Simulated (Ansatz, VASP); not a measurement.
Ti in VASP and in Ansatz

File INCAR:

```
SYSTEM = Ti
PREC = Accurate ; ENCUT = 520
EDIFF = 1E-7 ; ISMEAR = -1
SIGMA = 0.01 ; LREAL = .FALSE.
LASPH = .TRUE. ; NELM = 100
ALGO = Normal ; ISIF = 2
LWAVE = .FALSE. ; LCHARG = .FALSE.
GGA = PE ; NBANDS = 19
```

Contents of KPOINTS:

```
regular mesh
0
G
  12 12 7
  0 0 0
```

File POSCAR:

```
Ti
1.0
    2.9390756844      0.0000000000      0.0000000000
   -1.4695378422      2.5453142064      0.0000000000
    0.0000000000      0.0000000000      4.6559893251
Ti
2
Direct
    0.3333333333      0.6666666667      0.2500000000
    0.6666666667      0.3333333333      0.7500000000
```

Input for Ansatz:

```yaml
crystal:
  lattice:
    - [2.9390756844, 0.0, 0.0]
    - [-1.4695378422, 2.5453142064, 0.0]
    - [0.0, 0.0, 4.6559893251]
  atoms:
    - { symbol: Ti, position: [0.3333333333, 0.6666666667, 0.25] }
    - { symbol: Ti, position: [0.6666666667, 0.3333333333, 0.75] }
hamiltonian:
  xc: pbe
  pseudopotentials:
    kind: paw
    azcp:
      Ti: "pseudopotentials/Ti.paw.azcp"
basis:
  ecutwfc: 420
  fft_grid_basis: typed
kpoints:
  mp_grid: { grid: [12, 12, 7], shift: [0, 0, 0] }
magnetization:
  spin_polarized: false
scf:
  occupations: { method: fermi_dirac, width: 0.01 }
  lower_state_search: "off"
output:
  stress: true
  write_density: true
  write_potential: true
  elf: true
  volumetric_format: npy
```

Alike in both runs: task single point; functional PBE; k mesh 12 × 12 × 7; occupations fermi-dirac, width 0.01 eV; no spin polarisation.

|  | VASP | Ansatz |
| --- | --- | --- |
| version | VASP 6.6.1 | Ansatz 0.2.0 |
| potentials or method | VASP PAW PBE potentials, release 64 (Ti_sv), cutoff 520 eV | plane waves (420 eV) with PAW, scalar-relativistic |
| valence electrons in the cell | 24 | 24 |

VASP gave:

* pressure (GPa): -0.4
* traceless stress, the component that is largest in VASP (GPa): -0.05

Which values does Ansatz return?

Pressure (GPa): -0.1; traceless stress, the component that is largest in VASP (GPa): -0.06.
